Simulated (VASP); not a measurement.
**Li2S: single point with PBE**

Crystal: Li2S.

```xyz
3
Lattice="0.0000 2.8453 2.8453 2.8453 0.0000 2.8453 2.8453 2.8453 0.0000" Properties=species:S:1:pos:R:3 pbc="T T T"
S     0.0000    0.0000    0.0000
Li    1.4226    1.4226    1.4226
Li    4.2679    4.2679    4.2679
```

```yaml
Program: VASP 6.6.1
Task: single point
Functional: PBE
Potentials_or_basis: VASP PAW PBE potentials, release 64 (S, Li_sv)
Cutoff: 750 eV
k_mesh: 6 × 6 × 6
Occupations: gaussian, width 0.01 eV
Spin: no spin polarisation
```

```json
{
  "Pressure": "0.2 GPa",
  "Band gap on the k mesh": "3.39 eV (least direct gap 4.29 eV)"
}
```

Levels at points of the mesh, in eV from the valence-band top:
| k point | band 4 | band 5 | band 6 | band 7 | band 8 | band 9 |
| --- | --- | --- | --- | --- | --- | --- |
| (0.00, 0.00, 0.00) | 0.00 | 0.00 | 0.00 | 4.29 | 6.23 | 6.23 |
| (0.50, 0.00, 0.00) | -2.89 | -0.51 | -0.51 | 6.12 | 6.58 | 6.58 |
| (0.50, 0.50, 0.00) | -2.17 | -1.43 | -1.43 | 3.39 | 7.09 | 11.12 |

Run time: 27 s on 1 thread of AMD EPYC 7R13, with other jobs on the host, peak memory 0.16 GiB.

A k mesh can miss the band edges.
